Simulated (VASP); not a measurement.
# Ti3H in VASP: further runs

Aim: see how the results for Ti3H move with the level of theory and the settings. Levels: PBE+D3(BJ), PBE. Tasks: single point, relaxation of the atoms.

All numbers are computed with VASP 6.6.1; they aren't measurements. Logs are shortened: lines on timing, memory, paths and dates and some standing lists are left out, and cuts for length are marked.

**1. The cell of the first run**

The cell holds a slab with vacuum, 4 atoms: a = 2.908 Å, b = 2.908 Å, c = 19.994 Å, α = 90.00°, β = 90.00°, γ = 120.00°.

**2. Single point, PBE+D3(BJ)**

Input file INCAR:

```
  PREC = Accurate
  ENCUT = 400
  EDIFF = 1E-6
  ISMEAR = 0
  SIGMA = 0.1
  LREAL = False
  LASPH = True
  NELM = 120
  ALGO = Normal
  ISIF = 2
  LWAVE = False
  LCHARG = False
  LDIPOL = True
  IDIPOL = 3
  DIPOL = 0.5 0.5 0.353
  GGA = PE
  IVDW = 12
  NBANDS = 26
  GGA_COMPAT = False
  NELMDL = -8
```

Input file KPOINTS:

```
Automatic mesh
0
Gamma
  11 11 1
```

Input file POSCAR:

```
Ti3H
1.0
    2.9075446931      0.0000000000      0.0000000000
   -1.4537723466      2.5180075669      0.0000000000
    0.0000000000      0.0000000000     19.9935258482
Ti H
3 1
Direct
    0.6666666667      0.3333333333      0.2000647625
    0.3333333333      0.6666666667      0.3124429306
    0.0000000000      0.0000000000      0.4248138079
    0.3333333333      0.6666666667      0.4754140733
```

Potentials or basis: VASP PAW PBE potentials, release 64 (Ti_sv, H).

The run is started by

```console
$ cat potpaw_PBE.64/Ti_sv/POTCAR potpaw_PBE.64/H/POTCAR > POTCAR
$ mpirun -np 1 vasp_std > vasp.out
```

OUTCAR:

```text
PREC = Accurate
   ENCUT = 400
   EDIFF = 1E-6
   ISMEAR = 0
   LREAL = False
   LASPH = True
   NELM = 120
   ISIF = 2
   GGA = PE
   IVDW = 12
   NELMDL = -8
 IVDW          = 12

 ion  position               nearest neighbor table
   1  0.667  0.333  0.200-   2 2.80   2 2.80   2 2.80
   2  0.333  0.667  0.312-   3 2.80   3 2.80   3 2.80   1 2.80   1 2.80   1 2.80
   3  0.000  0.000  0.425-   2 2.80   2 2.80   2 2.80
   4  0.333  0.667  0.475-

  LATTYP: Found a hexagonal cell.
 ALAT       =     2.9075446931
 C/A-ratio  =     6.8764294133

  Lattice vectors:

 A1 = (   2.9075446931,   0.0000000000,   0.0000000000)
 A2 = (  -1.4537723466,   2.5180075669,   0.0000000000)
 A3 = (   0.0000000000,   0.0000000000,  19.9935258482)

Analysis of symmetry for initial positions (statically):
=====================================================================
 Subroutine PRICEL returns:
 Original cell was already a primitive cell.

 Routine SETGRP: Setting up the symmetry group for a
 hexagonal supercell.

 Subroutine GETGRP returns: Found  6 space group operations
 (whereof  6 operations were pure point group operations)
 out of a pool of 24 trial point group operations.

The static configuration has the point symmetry C_3v.

Analysis of symmetry for dynamics (positions and initial velocities):
=====================================================================
 Subroutine PRICEL returns:
 Original cell was already a primitive cell.

 Routine SETGRP: Setting up the symmetry group for a
 hexagonal supercell.

 Subroutine GETGRP returns: Found  6 space group operations
 (whereof  6 operations were pure point group operations)
 out of a pool of 24 trial point group operations.

The dynamic configuration has the point symmetry C_3v.

 Subroutine INISYM returns: Found  6 space group operations
 (whereof  6 operations are pure point group operations),
 and found     1 'primitive' translations

----------------------------------------------------------------------------------------

                                     Primitive cell

  volume of cell :     146.3770

  direct lattice vectors                    reciprocal lattice vectors
     2.907544693  0.000000000  0.000000000     0.343932804  0.198569697  0.000000000
    -1.453772347  2.518007567  0.000000000     0.000000000  0.397139394  0.000000000
     0.000000000  0.000000000 19.993525848     0.000000000  0.000000000  0.050016191

  length of vectors
     2.907544693  2.907544693 19.993525848     0.397139394  0.397139394  0.050016191

[... 83 lines left out ...]
   POTIM  = 0.5000    time-step for ionic-motion
   TEBEG  =    0.0;   TEEND  =   0.0 temperature during run
   PSTRESS=    0.0 pullay stress
   NELECT =      37.0000    total number of electrons
   NUPDOWN=      -1.0000    fix difference up-down
   EMIN   =  10.00;   EMAX   =-10.00  energy-range for DOS
   EFERMI =   0.00;   METHOD = LEGACY
   ISMEAR =     0;   SIGMA  =   0.10  broadening in eV -4-tet -1-fermi 0-gaus
   EFERMI_NEDOS =   21; number of points for ismear=-14 and -15
   IALGO  =     38    algorithm
   IMIX   =      4    mixing-type and parameters
     AMIX     =   0.40;   BMIX     =  1.00
     AMIX_MAG =   1.60;   BMIX_MAG =  1.00
  volume/ion in A,a.u.               =      36.59       246.95
  Fermi-wavevector in a.u.,A,eV,Ry     =   1.035105  1.956065 14.577862  1.071443
  Thomas-Fermi vector in A             =   2.169432
   LORBIT       =      0    0 simple, 1 ext, 2 COOP (PROOUT), +10 PAW based schemes
   GGA     = PE    functional components
   LHFCALC =     F    Hartree Fock is set to
   AEXX    =    0.0000 exact exchange contribution
   IVDW    =    12    specifies the selected vdW correction
   LEPSILON=     F    determine dielectric tensor
   LRPA    =     F    only Hartree local field effects (RPA)
 non-spin polarized calculation
 Gauss-broadening in eV      SIGMA  =   0.10
  energy-cutoff  :      400.00
  volume of cell :      146.38
 maximum number of plane-waves:      2674
 NGX is ok and might be reduce to    20
   NGX =  9   NGY =  9   NGZ = 65

 dipolmoment           0.000000      0.000000     -0.138748 electrons x Angstroem

 number of electron      36.9999999 magnetization

 dipolmoment           0.000000      0.000000      0.005448 electrons x Angstroem

 Free energy of the ion-electron system (eV)
  ---------------------------------------------------
  ext. energy  EPLUGINS =         0.00000000
  ---------------------------------------------------
  free energy    TOTEN  =       -26.16805033 eV

  energy without entropy =      -26.14400321  energy(sigma->0) =      -26.15602677

 E-fermi :   0.1600     XC(G=0):  -5.1216

 val. band max:        0.1528688390   @ k =   0.2727   0.0000   0.0000
 cond. band min:       0.1628213300   @ k =   0.1818   0.0909   0.0000
 fundamental gap:      0.0099524910
 Fermi energy:         0.1600402208

 k-point     1 :       0.0000    0.0000    0.0000
  band No.  band energies     occupation
      1     -56.6629      2.00000
      2     -56.6419      2.00000
      3     -56.3230      2.00000
      4     -33.1417      2.00000
      5     -32.9566      2.00000
      6     -32.6287      2.00000
[... 453 lines left out ...]
     25       2.9142      0.00000
     26       3.0008      0.00000

------------------------ aborting loop because EDIFF is reached ----------------------------------------

 vacuum level on the upper side and lower side of the slab       (xc-potential included)        -0.128        -0.320

 Edisp (eV)   -1.35004

 E8    (eV) :    -0.6512

  FORCE on cell =-STRESS in cart. coord.  units (eV):
  Direction    XX          YY          ZZ          XY          YZ          ZX
  --------------------------------------------------------------------------------------
  -------------------------------------------------------------------------------------
  Total      -2.24035    -2.24035    -0.36904     0.00000     0.00000    -0.00000
  in kB     -24.52193   -24.52193    -4.03936     0.00000     0.00000    -0.00000
  external pressure =      -17.69 kB  Pullay stress =        0.00 kB

 VOLUME and BASIS-vectors are now :
 -----------------------------------------------------------------------------
  energy-cutoff  :      400.00
  volume of cell :      146.38
      direct lattice vectors                 reciprocal lattice vectors
     2.907544693  0.000000000  0.000000000     0.343932804  0.198569697  0.000000000
    -1.453772347  2.518007567  0.000000000     0.000000000  0.397139394  0.000000000
     0.000000000  0.000000000 19.993525848     0.000000000  0.000000000  0.050016191

 POSITION                                       TOTAL-FORCE (eV/Angst)
 -----------------------------------------------------------------------------------
      1.45377      0.83934      4.00000        -0.000000     -0.000000      0.171025
     -0.00000      1.67867      6.24684         0.000000     -0.000000     -0.329502
      0.00000      0.00000      8.49353        -0.000000      0.000000      0.138507
     -0.00000      1.67867      9.50520        -0.000000     -0.000000      0.019970
 -----------------------------------------------------------------------------------
    total drift:                               -0.000000      0.000000     -0.000340

  FREE ENERGIE OF THE ION-ELECTRON SYSTEM (eV)
  ---------------------------------------------------
  free  energy   TOTEN  =       -27.5180952810 eV

  energy  without entropy=      -27.4940481681  energy(sigma->0) =      -27.50607172

 vacuum level on the upper side and lower side of the slab         4.677         4.486
```

OSZICAR:

```text
N       E                     dE             d eps       ncg     rms          rms(c)
DAV:   1     0.372921737024E+03    0.37292E+03   -0.18440E+04   968   0.119E+03
DAV:   2     0.211006183468E+02   -0.35182E+03   -0.34605E+03   926   0.407E+02
DAV:   3    -0.231995643864E+02   -0.44300E+02   -0.43493E+02  1556   0.126E+02
DAV:   4    -0.304023701658E+02   -0.72028E+01   -0.71706E+01  1304   0.412E+01
[... 22 lines left out ...]
DAV:  27    -0.261680431350E+02   -0.19365E-04   -0.47897E-06   820   0.123E-02    0.969E-04
DAV:  28    -0.261680471323E+02   -0.39973E-05   -0.55015E-07   688   0.528E-03    0.948E-04
DAV:  29    -0.261680487625E+02   -0.16302E-05   -0.22666E-07   514   0.394E-03    0.122E-03
DAV:  30    -0.261680497670E+02   -0.10046E-05   -0.17495E-07   564   0.302E-03    0.105E-03
DAV:  31    -0.261680503270E+02   -0.55991E-06   -0.98083E-08   488   0.177E-03
   1 F= -.27518095E+02 E0= -.27506072E+02  d E =-.240471E-01
```

stdout:

```text
POSCAR found type information on POSCAR TiH
 POSCAR found :  2 types and       4 ions
 scaLAPACK will be used
 LDA part: xc-table for (Slater+PW92), standard interpolation
 POSCAR, INCAR and KPOINTS ok, starting setup
 FFT: planning ... GRIDC
 FFT: planning ... GRID_SOFT
 FFT: planning ... GRID
 WAVECAR not read
 entering main loop
```

It took 91 s on 1 thread of Intel Xeon Platinum 8559C (Emerald Rapids), shared host; peak memory 0.22 GiB.

What came out:

```
Free energy                : -27.5181 eV
Largest force              : 0.330 eV/Å
Band gap on the k mesh     : zero (an odd number of electrons rules out a gap without spin polarisation)
Dispersion energy per atom : -0.338 eV
```

Forces on the atoms (eV/Å):
```
Ti   0.000  0.000  0.171
Ti   0.000  0.000 -0.330
Ti   0.000  0.000  0.139
H    0.000  0.000  0.020
```

**3. Relaxation of the atoms, PBE**

Input file INCAR:

```
ALGO = Normal
DIPOL = 0.5 0.5 0.349
EDIFF = 1E-7
EDIFFG = -0.025
ENCUT = 450
GGA = PE
GGA_COMPAT = F
IBRION = 2
IDIPOL = 3
ISIF = 2
ISMEAR = 0
LASPH = T
LCHARG = F
LDIPOL = T
LREAL = F
LWAVE = F
NELM = 120
NELMDL = -8
NELMIN = 4
NSW = 36
PREC = Accurate
SIGMA = 0.1
```

Input file KPOINTS:

```
k-points
0
Gamma
  9 9 1
```

Input file POSCAR:

```
Ti3H
1.0
    2.9075446931      0.0000000000      0.0000000000
   -1.4537723466      2.5180075669      0.0000000000
    0.0000000000      0.0000000000     19.9935258482
Ti H
3 1
Selective dynamics
Direct
    0.6666666667      0.3333333333      0.2000647625  F F F
    0.3333333333      0.6666666667      0.3124429306  F F F
    0.0000000000      0.0000000000      0.4248138079  F F F
    0.3333333333      0.6666666667      0.4604043228  F F T
```

Potentials or basis: VASP PAW PBE potentials, release 64 (Ti_sv, H).

The run is started by

```console
$ cat potpaw_PBE.64/Ti_sv/POTCAR potpaw_PBE.64/H/POTCAR > POTCAR
$ mpirun -np 1 vasp_std > vasp.out
```

Wall time 3.8 min (1 thread of Intel Xeon Platinum 8559C (Emerald Rapids), shared host); peak memory 0.23 GiB.

It converged, with:

```
Free energy               : -26.1872 eV
Energy gained by relaxing : 44.2 meV/atom
Ionic steps               : 5
Band gap on the k mesh    : zero (an odd number of electrons rules out a gap without spin polarisation)
```

The path:
```csv
step,energy change (eV),largest force on free atoms (eV/Å),pressure (GPa)
1,0.0000,1.0642,0.98
2,-0.0510,0.9206,0.76
3,-0.1545,0.4065,0.11
4,-0.1028,0.7348,-1.00
5,-0.1768,0.0024,-0.32
```

Final structure:
```
CELL_PARAMETERS angstrom
2.90754 0.00000 0.00000
-1.45377 2.51801 0.00000
0.00000 0.00000 19.99353
ATOMIC_POSITIONS crystal
Ti 0.66667 0.33333 0.20006
Ti 0.33333 0.66667 0.31244
Ti 0.00000 0.00000 0.42481
H 0.33333 0.66667 0.47616
```

Levels at points of the mesh, in eV from the Fermi level:
| k point | band 16 | band 17 | band 18 | band 19 | band 20 | band 21 |
| --- | --- | --- | --- | --- | --- | --- |
| (0.00, 0.00, 0.00) | -1.26 | -0.10 | 0.59 | 0.66 | 0.66 | 0.88 |

**4. Relaxation of the atoms, PBE+D3(BJ)**

Input file INCAR:

```
SYSTEM = Ti3H
ALGO = Normal ; DIPOL = 0.5 0.5 0.349
EDIFF = 1E-7 ; EDIFFG = -0.025
ENCUT = 450 ; GGA = PE
GGA_COMPAT = .False. ; IBRION = 2
IDIPOL = 3 ; ISIF = 2
ISMEAR = 0 ; IVDW = 12
LASPH = .True. ; LCHARG = .False.
LDIPOL = .True. ; LREAL = .False.
LWAVE = .False. ; NELM = 120
NELMDL = -8 ; NELMIN = 4
NSW = 36 ; PREC = Accurate
SIGMA = 0.1
```

Input file KPOINTS:

```
k-points
0
Gamma
  11 11 1
  0 0 0
```

POSCAR is that of step 3.

Potentials or basis: VASP PAW PBE potentials, release 64 (Ti_sv, H).

The run is started by

```console
$ cat potpaw_PBE.64/Ti_sv/POTCAR potpaw_PBE.64/H/POTCAR > POTCAR
$ mpirun -np 1 vasp_std > vasp.out
```

OUTCAR:

```text
SYSTEM = Ti3H
   EDIFF = 1E-7
   EDIFFG = -0.025
   ENCUT = 450
   GGA = PE
   IBRION = 2
   ISIF = 2
   ISMEAR = 0
   IVDW = 12
   LASPH = .True.
   LREAL = .False.
   NELM = 120
   NELMDL = -8
   NELMIN = 4
   NSW = 36
   PREC = Accurate
 IVDW          = 12

 ion  position               nearest neighbor table
   1  0.667  0.333  0.200-   2 2.80   2 2.80   2 2.80
   2  0.333  0.667  0.312-   3 2.80   3 2.80   3 2.80   1 2.80   1 2.80   1 2.80
   3  0.000  0.000  0.425-   4 1.82   4 1.82   4 1.82   2 2.80   2 2.80   2 2.80
   4  0.333  0.667  0.460-   3 1.82   3 1.82   3 1.82

  LATTYP: Found a hexagonal cell.
 ALAT       =     2.9075446931
[... 373 lines left out ...]
  free energy    TOTEN  =       -26.18681119 eV

  energy without entropy =      -26.16276469  energy(sigma->0) =      -26.17478794

 E-fermi :   0.1576     XC(G=0):  -5.1284

 val. band max:        0.1507062003   @ k =   0.2727   0.0000   0.0000
 cond. band min:       0.1606108896   @ k =   0.1818   0.0909   0.0000
 fundamental gap:      0.0099046894
 Fermi energy:         0.1576418534

 k-point     1 :       0.0000    0.0000    0.0000
  band No.  band energies     occupation
      1     -56.6719      2.00000
      2     -56.6516      2.00000
      3     -56.3325      2.00000
      4     -33.1439      2.00000
      5     -32.9588      2.00000
      6     -32.6304      2.00000
[... 389 lines left out ...]
     21       0.3917      0.00093
     22       0.6131      0.00000

------------------------ aborting loop because EDIFF is reached ----------------------------------------

 vacuum level on the upper side and lower side of the slab       (xc-potential included)        -0.094        -0.266

 Edisp (eV)   -1.34991

 E8    (eV) :    -0.6511

  FORCE on cell =-STRESS in cart. coord.  units (eV):
  Direction    XX          YY          ZZ          XY          YZ          ZX
  --------------------------------------------------------------------------------------
  -------------------------------------------------------------------------------------
  Total      -2.10288    -2.10288    -0.23623     0.00000     0.00000    -0.00000
  in kB     -23.01715   -23.01715    -2.58566     0.00000     0.00000    -0.00000
  external pressure =      -16.21 kB  Pullay stress =        0.00 kB
[... 19 lines left out ...]
  FREE ENERGIE OF THE ION-ELECTRON SYSTEM (eV)
  ---------------------------------------------------
  free  energy   TOTEN  =       -27.5367183975 eV

  energy  without entropy=      -27.5126718949  energy(sigma->0) =      -27.52469515

 reached required accuracy - stopping structural energy minimisation

 vacuum level on the upper side and lower side of the slab         4.723         4.538
```

OSZICAR:

```text
N       E                     dE             d eps       ncg     rms          rms(c)
DAV:   1     0.387684903137E+03    0.38768E+03   -0.19552E+04   832   0.151E+03
DAV:   2     0.248502449295E+02   -0.36283E+03   -0.36000E+03   746   0.482E+02
DAV:   3    -0.224789348154E+02   -0.47329E+02   -0.46761E+02  1328   0.149E+02
DAV:   4    -0.303561942073E+02   -0.78773E+01   -0.78165E+01  1130   0.487E+01
[... 102 lines left out ...]
DAV:  15    -0.261868078610E+02   -0.49248E-05   -0.61799E-07   632   0.321E-03    0.168E-03
DAV:  16    -0.261868102700E+02   -0.24090E-05   -0.44157E-07   626   0.302E-03    0.650E-04
DAV:  17    -0.261868109517E+02   -0.68166E-06   -0.88309E-08   480   0.173E-03    0.204E-04
DAV:  18    -0.261868111021E+02   -0.15035E-06   -0.18854E-08   424   0.979E-04    0.762E-05
DAV:  19    -0.261868111935E+02   -0.91440E-07   -0.11759E-08   424   0.717E-04
   5 F= -.27536718E+02 E0= -.27524695E+02  d E =-.164780E+00
```

It took 5 min on 1 thread of Intel Xeon Platinum 8559C (Emerald Rapids), shared host; peak memory 0.25 GiB.

What came out:

* Free energy: -27.5367 eV
* Energy gained by relaxing: 41.2 meV/atom
* Ionic steps: 5
* Band gap on the k mesh: zero (an odd number of electrons rules out a gap without spin polarisation)
* Dispersion energy per atom: -0.337 eV

The path:
| step | energy change (eV) | largest force on free atoms (eV/Å) | pressure (GPa) |
| --- | --- | --- | --- |
| 1 | 0.0000 | 1.0284 | -0.38 |
| 2 | -0.0476 | 0.8882 | -0.59 |
| 3 | -0.1440 | 0.3915 | -1.21 |
| 4 | -0.0958 | 0.7099 | -2.28 |
| 5 | -0.1648 | 0.0011 | -1.62 |

Final structure:
```yaml
crystal:
  lattice:
    - [2.90754, 0.00000, 0.00000]
    - [-1.45377, 2.51801, 0.00000]
    - [0.00000, 0.00000, 19.99353]
  atoms:
    - { symbol: Ti, position: [0.66667, 0.33333, 0.20006] }
    - { symbol: Ti, position: [0.33333, 0.66667, 0.31244] }
    - { symbol: Ti, position: [0.00000, 0.00000, 0.42481] }
    - { symbol: H, position: [0.33333, 0.66667, 0.47562] }
```

Levels at points of the mesh, in eV from the Fermi level:
| k point | band 14 | band 15 | band 16 | band 17 | band 18 | band 19 | band 20 | band 21 | band 22 |
| --- | --- | --- | --- | --- | --- | --- | --- | --- | --- |
| (0.00, 0.00, 0.00) | -5.11 | -3.33 | -1.21 | -0.06 | 0.61 | 0.69 | 0.69 | 0.90 | 0.93 |

**5. Overview**

| task | level | cell | k mesh | cutoff (eV) | mended | atoms held fixed (from 0) | gap on the mesh (eV) |
| --- | --- | --- | --- | --- | --- | --- | --- |
| single point | PBE+D3(BJ) | as given, atomic positions A | 11 × 11 × 1 | 400 | yes | - | none |
| relaxation of the atoms | PBE | atoms relaxed, atomic positions B | 9 × 9 × 1 | 450 | - | [0, 1, 2, 3] | none |
| relaxation of the atoms | PBE+D3(BJ) | atoms relaxed, atomic positions B | 11 × 11 × 1 | 450 | yes | [0, 1, 2, 3] | none |

Alike in all rows: potentials or basis VASP PAW PBE potentials, release 64 (Ti_sv, H); no spin polarisation; smearing gaussian 0.1 eV.

Total energies depend on the potentials used, so only differences within one code and one set of settings carry meaning.
